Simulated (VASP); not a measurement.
Set up this calculation in VASP 6.6.1, as the native input.

* Task: relaxation of cell and atoms
* Functional: PBE
* Potentials or basis: VASP PAW PBE potentials, release 64 (Lu)
* Cutoff: 600 eV
* k mesh: 6 × 6 × 4
* Occupations: gaussian, width 0.05 eV
* Spin: no spin polarisation
* Dipole correction: no
* Further INCAR settings: ALGO = Normal; EDIFF = 1e-07; IBRION = 2; EDIFFG = -0.03; NSW = 80; ISIF = 3

The structure of Lu lies in POSCAR:

```
Lu
1.0
    3.5100000000      0.0000000000      0.0000000000
   -1.7550000000      3.0397491673      0.0000000000
    0.0000000000      0.0000000000      5.5633500000
Lu
2
Direct
    0.3333333333      0.6666666667      0.7500000000
    0.6666666667      0.3333333333      0.2500000000
```

The input as run:

INCAR

```
  ALGO = Normal
  EDIFF = 1E-7
  EDIFFG = -0.03
  ENCUT = 600
  GGA = PE
  IBRION = 2
  ISIF = 3
  ISMEAR = 0
  LASPH = True
  LCHARG = False
  LREAL = False
  LWAVE = False
  NELM = 100
  NSW = 80
  PREC = Accurate
  SIGMA = 0.05
```

KPOINTS

```
k-points
0
Gamma
  6 6 4
```

Potentials or basis: VASP PAW PBE potentials, release 64 (Lu).

Command:

```sh
$ cat potpaw_PBE.64/Lu/POTCAR > POTCAR
$ mpirun -np 1 vasp_std > vasp.out
```

It gave:

```yaml
Relaxed_volume: 29.18 Å³/atom
Relaxed_cell: a = 3.522 Å, b = 3.522 Å, c = 5.434 Å, α = 90.00°, β = 90.00°, γ = 120.00°
Space_group_after_relaxing_to_0.1_Å: P6_3/mmc (No. 194)
Energy_gained_by_relaxing: 5.2 meV/atom
Ionic_steps: 4
Pressure_after_relaxing: 0.0 GPa
Band_gap_on_the_k_mesh: zero (bands 25 and 26 overlap by 1.94 eV)
```

Caveat: spin-orbit coupling is left out, which moves the levels of the heavy elements.

It took 5.2 min on 1 thread of Intel Xeon 8259CL, with other jobs on the host, peak memory 0.22 GiB.
